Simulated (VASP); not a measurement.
Set up this calculation in VASP 6.6.1, as the native input.

```
Task                   : single point
Functional             : PBE
Potentials or basis    : VASP PAW PBE potentials, release 64 (Pb_d, Te)
Cutoff                 : 500 eV
k mesh                 : 3 × 3 × 3
Occupations            : fermi-dirac, width 0.02 eV
Spin                   : no spin polarisation
Dipole correction      : no
Further INCAR settings : ALGO = Normal; EDIFF = 1e-06; NBANDS = 17
```

The structure of TePb lies in POSCAR:

```
TePb
1.0
    0.0000000000      3.2310000000      3.2310000000
    3.2310000000      0.0000000000      3.2310000000
    3.2310000000      3.2310000000      0.0000000000
Pb Te
1 1
Direct
    0.0000000000      0.0000000000      0.0000000000
    0.5000000000      0.5000000000      0.5000000000
```

One way to write it, as run:

INCAR

```
SYSTEM = TePb
PREC = Accurate
ENCUT = 500
EDIFF = 1E-6
ISMEAR = -1
SIGMA = 0.02
LREAL = .False.
LASPH = .True.
NELM = 120
ALGO = Normal
ISIF = 2
LWAVE = .False.
LCHARG = .True.
GGA = PE
LELF = .True.
LVHAR = .True.
NBANDS = 17
GGA_COMPAT = .False.
```

KPOINTS

```
regular mesh
0
Gamma
  3 3 3
  0 0 0
```

Potentials or basis: VASP PAW PBE potentials, release 64 (Pb_d, Te).

Command:

```sh
$ cat potpaw_PBE.64/Pb_d/POTCAR potpaw_PBE.64/Te/POTCAR > POTCAR
$ mpirun -np 1 vasp_std > vasp.out
```

It gave:

```
Pressure : 2.0 GPa
```

Caveat: the k points lie up to 0.56 Å⁻¹ apart.

It took 7.2 s on 1 thread of Intel(R) Xeon(R) 6975P-C (Granite Rapids) (shared host), peak memory 0.2 GiB.
